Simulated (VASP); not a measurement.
# SnTe (Pm-3m) in VASP: notebook

The runs below take SnTe through single point, with PBEsol, LDA.

Program: VASP 6.6.1. These are calculated values, not measurements. Logs are shortened: lines on timing, memory, paths and dates and some standing lists are left out, and cuts for length are marked.

## 1. The cell of the first run

It takes space group Pm-3m (No. 221, cubic). The conventional cell has a = 3.931 Å, b = 3.931 Å, c = 3.931 Å, α = 90.00°, β = 90.00°, γ = 90.00°. Within 4.5 Å of Te (site symmetry m-3m) lie 8 Sn at 3.40 Å and 6 Te at 3.93 Å. Within 4.5 Å of Sn (site symmetry m-3m) lie 8 Te at 3.40 Å and 6 Sn at 3.93 Å.

## 2. Single point, PBEsol (volume scaled by 1.02)

Input file INCAR:

```
SYSTEM = SnTe
PREC     = Accurate       ! precision mode
ENCUT    = 520            ! plane-wave cutoff, eV
EDIFF    = 1E-7           ! SCF threshold, eV
ISMEAR   = -1             ! smearing method
SIGMA    = 0.05           ! smearing width, eV
LREAL    = .FALSE.        ! projectors in reciprocal space
LASPH    = .TRUE.         ! aspherical terms in the spheres
NELM     = 60             ! most SCF steps
ALGO     = Normal         ! electronic algorithm
ISIF     = 2              ! what is computed and relaxed
LWAVE    = .FALSE.        ! write WAVECAR
LCHARG   = .FALSE.        ! write CHGCAR
GGA      = PS             ! functional
NBANDS   = 17             ! bands
```

Input file KPOINTS:

```
regular mesh
0
G
  7 7 7
  0 0 0
```

Input file POSCAR:

```
SnTe
1.0
    3.9305596940      0.0000000000      0.0000000000
    0.0000000000      3.9305596940      0.0000000000
    0.0000000000      0.0000000000      3.9305596940
Te Sn
1 1
Direct
    0.5000000000      0.5000000000      0.5000000000
    0.0000000000      0.0000000000      0.0000000000
```

Potentials or basis: VASP PAW PBE potentials, release 64 (Te, Sn_d).

Started as:

```sh
> cat potpaw_PBE.64/Te/POTCAR potpaw_PBE.64/Sn_d/POTCAR > POTCAR
> mpirun -np 1 vasp_std > vasp.out
```

OUTCAR:

```text
SYSTEM = SnTe
   PREC = Accurate
   ENCUT = 520
   EDIFF = 1E-7
   ISMEAR = -1
   LREAL = .FALSE.
   LASPH = .TRUE.
   NELM = 60
   ISIF = 2
   GGA = PS

 ion  position               nearest neighbor table
   1  0.500  0.500  0.500-   2 3.40   2 3.40   2 3.40   2 3.40   2 3.40   2 3.40   2 3.40   2 3.40

   2  0.000  0.000  0.000-   1 3.40   1 3.40   1 3.40   1 3.40   1 3.40   1 3.40   1 3.40   1 3.40

  LATTYP: Found a simple cubic cell.
 ALAT       =     3.9305596940

  Lattice vectors:

 A1 = (   3.9305596940,   0.0000000000,   0.0000000000)
 A2 = (   0.0000000000,   3.9305596940,   0.0000000000)
 A3 = (   0.0000000000,   0.0000000000,   3.9305596940)

Analysis of symmetry for initial positions (statically):
=====================================================================
 Subroutine PRICEL returns:
 Original cell was already a primitive cell.

 Routine SETGRP: Setting up the symmetry group for a
 simple cubic supercell.

 Subroutine GETGRP returns: Found 48 space group operations
 (whereof 48 operations were pure point group operations)
 out of a pool of 48 trial point group operations.

The static configuration has the point symmetry O_h .

Analysis of symmetry for dynamics (positions and initial velocities):
=====================================================================
 Subroutine PRICEL returns:
 Original cell was already a primitive cell.

 Routine SETGRP: Setting up the symmetry group for a
 simple cubic supercell.

 Subroutine GETGRP returns: Found 48 space group operations
 (whereof 48 operations were pure point group operations)
 out of a pool of 48 trial point group operations.

The dynamic configuration has the point symmetry O_h .

 Subroutine INISYM returns: Found 48 space group operations
 (whereof 48 operations are pure point group operations),
 and found     1 'primitive' translations

----------------------------------------------------------------------------------------

                                     Primitive cell

  volume of cell :      60.7244

  direct lattice vectors                    reciprocal lattice vectors
     3.930559694  0.000000000  0.000000000     0.254416693  0.000000000  0.000000000
     0.000000000  3.930559694  0.000000000     0.000000000  0.254416693  0.000000000
     0.000000000  0.000000000  3.930559694     0.000000000  0.000000000  0.254416693

  length of vectors
     3.930559694  3.930559694  3.930559694     0.254416693  0.254416693  0.254416693

  position of ions in fractional coordinates (direct lattice)
     0.500000000  0.500000000  0.500000000
     0.000000000  0.000000000  0.000000000

  ion indices of the primitive-cell ions
   primitive index   ion index
                 1           1
                 2           2

----------------------------------------------------------------------------------------

 KPOINTS: regular mesh

Automatic generation of k-mesh.
 Grid dimensions read from file:
 generate k-points for:    7    7    7

 Generating k-lattice:

  Cartesian coordinates                     Fractional coordinates (reciprocal lattice)
     0.036345242  0.000000000  0.000000000     0.142857143  0.000000000  0.000000000
     0.000000000  0.036345242  0.000000000     0.000000000  0.142857143  0.000000000
     0.000000000  0.000000000  0.036345242     0.000000000  0.000000000  0.142857143

  Length of vectors
     0.036345242  0.036345242  0.036345242

  Shift w.r.t. Gamma in fractional coordinates (k-lattice)
     0.000000000  0.000000000  0.000000000

 Subroutine IBZKPT returns following result:
 ===========================================

 Found     20 irreducible k-points:

 Following reciprocal coordinates:
            Coordinates               Weight
  0.000000  0.000000  0.000000      1.000000
  0.142857  0.000000  0.000000      6.000000
  0.285714  0.000000  0.000000      6.000000
  0.428571  0.000000  0.000000      6.000000
  0.142857  0.142857  0.000000     12.000000
  0.285714  0.142857  0.000000     24.000000
[... 12 lines left out ...]
  0.428571  0.428571  0.285714     24.000000
  0.428571  0.428571  0.428571      8.000000
   k-points           NKPTS =     20   k-points in BZ     NKDIM =     20   number of bands    NBANDS=     17
   number of dos      NEDOS =    301   number of ions     NIONS =      2
   total plane-waves  NPLWV =  27000
   dimension x,y,z NGX =    30 NGY =   30 NGZ =   30
   dimension x,y,z NGXF=    60 NGYF=   60 NGZF=   60
   ions per type =               1   1
   NGX,Y,Z   is equivalent  to a cutoff of  12.69, 12.69, 12.69 a.u.
   NGXF,Y,Z  is equivalent  to a cutoff of  25.38, 25.38, 25.38 a.u.
 SYSTEM =  SnTe
   PREC   = accura    normal or accurate (medium, high low for compatibility)
   ISTART =      0    job   : 0-new  1-cont  2-samecut
   ICHARG =      2    charge: 1-file 2-atom 10-const
   ISPIN  =      1    spin polarized calculation?
   LNONCOLLINEAR =      F non collinear calculations
   LSORBIT =      F    spin-orbit coupling
   LASPH  =      T    aspherical Exc in radial PAW
   ENCUT  =  520.0 eV  38.22 Ry    6.18 a.u.   7.31  7.31  7.31*2*pi/ulx,y,z
   NELM   =     60;   NELMIN=  2; NELMDL= -5     # of ELM steps
   EDIFF  = 0.1E-06   stopping-criterion for ELM
   LREAL  =      F    real-space projection
   EDIFFG = 0.1E-05   stopping-criterion for IOM
   NSW    =      0    number of steps for IOM
   IBRION =     -1    ionic relax: 0-MD 1-quasi-New 2-CG
   NFREE  =      0    steps in history (QN), initial steepest desc. (CG)
   ISIF   =      2    stress and relaxation
   ISYM   =      2    0-nonsym 1-usesym 2-fastsym
   POTIM  = 0.5000    time-step for ionic-motion
   TEBEG  =    0.0;   TEEND  =   0.0 temperature during run
   PSTRESS=    0.0 pullay stress
   NELECT =      20.0000    total number of electrons
   NUPDOWN=      -1.0000    fix difference up-down
   EMIN   =  10.00;   EMAX   =-10.00  energy-range for DOS
   EFERMI =   0.00;   METHOD = LEGACY
   ISMEAR =    -1;   SIGMA  =   0.05  broadening in eV -4-tet -1-fermi 0-gaus
   EFERMI_NEDOS =   21; number of points for ismear=-14 and -15
   IALGO  =     38    algorithm
   IMIX   =      4    mixing-type and parameters
     AMIX     =   0.40;   BMIX     =  1.00
     AMIX_MAG =   1.60;   BMIX_MAG =  1.00
  volume/ion in A,a.u.               =      30.36       204.89
  Fermi-wavevector in a.u.,A,eV,Ry     =   1.130569  2.136466 17.390782  1.278186
  Thomas-Fermi vector in A             =   2.267266
   LORBIT       =      0    0 simple, 1 ext, 2 COOP (PROOUT), +10 PAW based schemes
   GGA     = PS    functional components
   LHFCALC =     F    Hartree Fock is set to
   AEXX    =    0.0000 exact exchange contribution
   IVDW    =     0    specifies the selected vdW correction
   LEPSILON=     F    determine dielectric tensor
   LRPA    =     F    only Hartree local field effects (RPA)
 non-spin polarized calculation
  energy-cutoff  :      520.00
  volume of cell :       60.72
 maximum number of plane-waves:      1650
 NGX is ok and might be reduce to    30
   NGX = 15   NGY = 15   NGZ = 15

 number of electron      19.9999989 magnetization

 Free energy of the ion-electron system (eV)
  ---------------------------------------------------
  ext. energy  EPLUGINS =         0.00000000
  ---------------------------------------------------
  free energy    TOTEN  =        -7.86777113 eV

  energy without entropy =       -7.84732128  energy(sigma->0) =       -7.85754621

 E-fermi :   6.6116     XC(G=0):  -9.9265

 val. band max:        6.5745664938   @ k =   0.4286   0.2857   0.2857
 cond. band min:       6.6134873096   @ k =   0.4286   0.2857   0.0000
 fundamental gap:      0.0389208158
 Fermi energy:         6.6115937401

 k-point     1 :       0.0000    0.0000    0.0000
  band No.  band energies     occupation
      1     -14.8199      2.00000
      2     -14.8199      2.00000
      3     -14.7850      2.00000
      4     -14.7850      2.00000
      5     -14.7850      2.00000
      6      -5.5649      2.00000
[... 9 lines left out ...]
     16      17.4631      0.00000
     17      17.4631      0.00000

 k-point     2 :       0.1429    0.0000    0.0000
  band No.  band energies     occupation
      1     -14.8196      2.00000
      2     -14.8141      2.00000
      3     -14.7868      2.00000
      4     -14.7868      2.00000
      5     -14.7848      2.00000
      6      -5.4126      2.00000
[... 9 lines left out ...]
     16      16.6896      0.00000
     17      17.0092      0.00000

 k-point     3 :       0.2857    0.0000    0.0000
  band No.  band energies     occupation
      1     -14.8191      2.00000
      2     -14.8011      2.00000
      3     -14.7911      2.00000
      4     -14.7911      2.00000
      5     -14.7845      2.00000
      6      -4.9972      2.00000
[... 9 lines left out ...]
     16      14.7481      0.00000
     17      17.2166      0.00000

 k-point     4 :       0.4286    0.0000    0.0000
  band No.  band energies     occupation
      1     -14.8187      2.00000
      2     -14.7944      2.00000
      3     -14.7944      2.00000
      4     -14.7907      2.00000
      5     -14.7843      2.00000
      6      -4.5271      2.00000
[... 9 lines left out ...]
     16      17.2211      0.00000
     17      18.1238      0.00000
[... 263 lines left out ...]
      1     -14.8019      2.00000
      2     -14.8008      2.00000
      3     -14.7965      2.00000
      4     -14.7900      2.00000
      5     -14.7796      2.00000
      6      -3.7330      2.00000
[... 9 lines left out ...]
     16      16.2814      0.00000
     17      18.2208      0.00000

 k-point    19 :       0.4286    0.4286    0.2857
  band No.  band energies     occupation
      1     -14.8057      2.00000
      2     -14.8004      2.00000
      3     -14.8002      2.00000
      4     -14.7846      2.00000
      5     -14.7740      2.00000
      6      -3.4899      2.00000
[... 9 lines left out ...]
     16      17.6673      0.00000
     17      18.8665      0.00000

 k-point    20 :       0.4286    0.4286    0.4286
  band No.  band energies     occupation
      1     -14.8047      2.00000
      2     -14.8043      2.00000
      3     -14.8043      2.00000
      4     -14.7738      2.00000
      5     -14.7738      2.00000
      6      -3.2930      2.00000
[... 9 lines left out ...]
     16      19.2318      0.00000
     17      21.0906      0.00000

------------------------ aborting loop because EDIFF is reached ----------------------------------------

  FORCE on cell =-STRESS in cart. coord.  units (eV):
  Direction    XX          YY          ZZ          XY          YZ          ZX
  --------------------------------------------------------------------------------------
  -------------------------------------------------------------------------------------
  Total       -1.6419491     -1.6419491     -1.6419491     -0.0000000     -0.0000000      0.0000000
  in kB      -43.3218589    -43.3218589    -43.3218589     -0.0000000     -0.0000000      0.0000000
  external PRESSURE =     -43.3218589 kB  Pullay stress =       0.0000000 kB

 VOLUME and BASIS-vectors are now :
 -----------------------------------------------------------------------------
  energy-cutoff  :      520.00
  volume of cell :       60.72
      direct lattice vectors                 reciprocal lattice vectors
     3.930559694  0.000000000  0.000000000     0.254416693  0.000000000  0.000000000
     0.000000000  3.930559694  0.000000000     0.000000000  0.254416693  0.000000000
     0.000000000  0.000000000  3.930559694     0.000000000  0.000000000  0.254416693

 POSITION                                       TOTAL-FORCE (eV/Angst)
 -----------------------------------------------------------------------------------
      1.96528      1.96528      1.96528         0.000000      0.000000      0.000000
      0.00000      0.00000      0.00000         0.000000      0.000000      0.000000
 -----------------------------------------------------------------------------------
    total drift:                               -0.000000     -0.000000     -0.000000

  FREE ENERGIE OF THE ION-ELECTRON SYSTEM (eV)
  ---------------------------------------------------
  free  energy   TOTEN  =        -7.8677711346 eV

  energy  without entropy=       -7.8473212761  energy(sigma->0) =       -7.85754621
```

Wall time 40 s (1 thread of AMD EPYC 7R13, shared host); peak memory 0.15 GiB.

Results:

| Item | Value |
| --- | --- |
| Free energy | -7.8678 eV |
| Pressure | -4.3 GPa |
| Band gap on the k mesh | zero (band 10 reaches 6.85 eV, above the bottom of band 11 at 5.82 eV) |

Caveat: the PAW data sets were made with another functional, which shifts forces and pressure a little; spin-orbit coupling is left out, which moves the levels of the heavy elements.

## 3. Single point, LDA (volume scaled by 1.04)

Input file INCAR:

```
SYSTEM = SnTe
PREC = Accurate
ENCUT = 520
EDIFF = 1E-6
ISMEAR = -1
SIGMA = 0.05
LREAL = .FALSE.
LASPH = .TRUE.
NELM = 100
ALGO = Normal
ISIF = 2
LWAVE = .FALSE.
LCHARG = .FALSE.
GGA = CA
NBANDS = 17
```

Input file KPOINTS:

```
Automatic mesh
0
G
  7 7 7
  0 0 0
```

Input file POSCAR:

```
SnTe
1.0
    3.9560835241      0.0000000000      0.0000000000
    0.0000000000      3.9560835241      0.0000000000
    0.0000000000      0.0000000000      3.9560835241
Te Sn
1 1
Direct
    0.5000000000      0.5000000000      0.5000000000
    0.0000000000      0.0000000000      0.0000000000
```

Potentials or basis: VASP PAW LDA potentials, release 64 (Te, Sn_d).

Started as:

```sh
> cat potpaw_LDA.64/Te/POTCAR potpaw_LDA.64/Sn_d/POTCAR > POTCAR
> mpirun -np 1 vasp_std > vasp.out
```

It took 40 s on 1 thread of AMD EPYC 7R13, shared host; peak memory 0.13 GiB.

The run converged. Its results:

| Item | Value |
| --- | --- |
| Free energy | -8.2626 eV |
| Pressure | -5.6 GPa |
| Band gap on the k mesh | zero (band 10 reaches 6.56 eV, above the bottom of band 11 at 5.59 eV) |

Levels at points of the mesh, in eV from the Fermi level:
```tsv
k point	band 6	band 7	band 8	band 9	band 10	band 11	band 12	band 13	band 14	band 15
(0.00, 0.00, 0.00)	-12.05	-5.50	-1.60	-1.60	-1.60	3.75	3.75	5.04	5.04	5.04
```

Caveat: spin-orbit coupling is left out, which moves the levels of the heavy elements.

## 4. Single point, PBEsol (volume scaled by 1.04)

Input file INCAR:

```
ALGO     = Normal         # electronic algorithm
EDIFF    = 1E-7           # SCF threshold, eV
ENCUT    = 520            # plane-wave cutoff, eV
GGA      = PS             # functional
ISIF     = 2              # what is computed and relaxed
ISMEAR   = -1             # smearing method
LASPH    = True           # aspherical terms in the spheres
LCHARG   = True           # write CHGCAR
LELF     = True           # ELF
LREAL    = False          # projectors in reciprocal space
LVHAR    = True         
LWAVE    = False          # write WAVECAR
NBANDS   = 17             # bands
NELM     = 60             # most SCF steps
PREC     = Accurate       # precision mode
SIGMA    = 0.05           # smearing width, eV
```

Input file KPOINTS:

```
k-points
0
Gamma
  7 7 7
```

POSCAR is that of step 3.

Potentials or basis: VASP PAW PBE potentials, release 64 (Te, Sn_d).

Started as:

```sh
> cat potpaw_PBE.64/Te/POTCAR potpaw_PBE.64/Sn_d/POTCAR > POTCAR
> mpirun -np 1 vasp_std > vasp.out
```

Wall time 40 s (1 thread of AMD EPYC 7R13, shared host); peak memory 0.15 GiB.

It converged, with:

| Quantity | Value |
| --- | --- |
| Free energy | -7.8342 eV |
| Pressure | -4.8 GPa |
| Band gap on the k mesh | zero (band 10 reaches 6.62 eV, above the bottom of band 11 at 5.64 eV) |

Levels at points of the mesh, in eV from the Fermi level:
| k point | band 7 | band 8 | band 9 | band 10 | band 11 | band 12 | band 13 | band 14 |
| --- | --- | --- | --- | --- | --- | --- | --- | --- |
| (0.00, 0.00, 0.00) | -5.42 | -1.61 | -1.61 | -1.61 | 3.66 | 3.66 | 5.12 | 5.12 |

Caveat: the PAW data sets were made with another functional, which shifts forces and pressure a little; spin-orbit coupling is left out, which moves the levels of the heavy elements.

## 5. Summary

| level | potentials or basis | cell | gap on the mesh (eV) | pressure (GPa) |
| --- | --- | --- | --- | --- |
| PBEsol | VASP PAW PBE potentials, release 64 (Te, Sn_d) | a = 3.931 Å, 2 atoms | none | -4.3 |
| LDA | VASP PAW LDA potentials, release 64 (Te, Sn_d) | a = 3.956 Å, 2 atoms | none | -5.6 |
| PBEsol | VASP PAW PBE potentials, release 64 (Te, Sn_d) | a = 3.956 Å, 2 atoms | none | -4.8 |

Alike in all rows: task single point; no spin polarisation; k mesh 7 × 7 × 7; cutoff (eV) 520; smearing fermi-dirac 0.05 eV.

Caveats: spin-orbit coupling is left out, which moves the levels of the heavy elements; the PAW data sets were made with another functional, which shifts forces and pressure a little (some runs).

Total energies depend on the potentials used, so only differences within one code and one set of settings carry meaning.
